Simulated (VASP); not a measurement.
Wanted: the native input for a VASP 6.6.1 run.

```yaml
Task: single point
Functional: PBE
Potentials_or_basis: VASP PAW PBE potentials, release 64 (H, Pb_d, N, O)
Cutoff: 520 eV
k_mesh: 5 × 5 × 4
Occupations: fermi-dirac, width 0.05 eV
Spin: no spin polarisation
Dipole_correction: no
Further_INCAR_settings: ALGO = Normal; EDIFF = 1e-07; NBANDS = 31
```

The structure of HPbNO4 lies in POSCAR:

```
HPbNO4
1.0
    4.1710463991      0.1104238701      0.1670413083
    1.9031405521      3.8652029715      0.1248364847
    1.7490318587      1.2441831024      6.3298891811
H Pb N O
1 1 1 4
Direct
    0.8914500000      0.6820200000      0.6279600000
    0.1442600000      0.9287200000      0.8835200000
    0.2567000000      0.2886100000      0.3017100000
    0.8310800000      0.6505600000      0.7840500000
    0.3869400000      0.2238000000      0.1129500000
    0.3110400000      0.0357600000      0.4585600000
    0.0772600000      0.6063300000      0.3227500000
```

These files were run (other wordings do the same):

INCAR

```
PREC     = Accurate       # precision mode
ENCUT    = 520            # plane-wave cutoff, eV
EDIFF    = 1E-7           # SCF threshold, eV
ISMEAR   = -1             # smearing method
SIGMA    = 0.05           # smearing width, eV
LREAL    = False          # projectors in reciprocal space
LASPH    = True           # aspherical terms in the spheres
NELM     = 60             # most SCF steps
ALGO     = Normal         # electronic algorithm
ISIF     = 2              # what is computed and relaxed
LWAVE    = False          # write WAVECAR
LCHARG   = False          # write CHGCAR
GGA      = PE             # functional
NBANDS   = 31             # bands
```

KPOINTS

```
Automatic mesh
0
Gamma
  5 5 4
```

Potentials or basis: VASP PAW PBE potentials, release 64 (H, Pb_d, N, O).

Run with:

```console
$ cat potpaw_PBE.64/H/POTCAR potpaw_PBE.64/Pb_d/POTCAR potpaw_PBE.64/N/POTCAR potpaw_PBE.64/O/POTCAR > POTCAR
$ mpirun -np 1 vasp_std > vasp.out
```

Results of the run:

```yaml
Pressure: 2.6 GPa
Largest_force: 1.004 eV/Å
Band_gap_on_the_k_mesh: 2.86 eV
```

Caveat: the standard files for N, O and F lose accuracy on very short bonds; spin-orbit coupling is left out, which moves the levels of the heavy elements; forces of over 1 eV/Å act on the atoms, so gaps and moduli don't describe the material at rest.

Wall time 2.5 min on 1 thread of AMD EPYC 7R13 Processor (Zen 3) (shared host), peak memory 0.28 GiB.
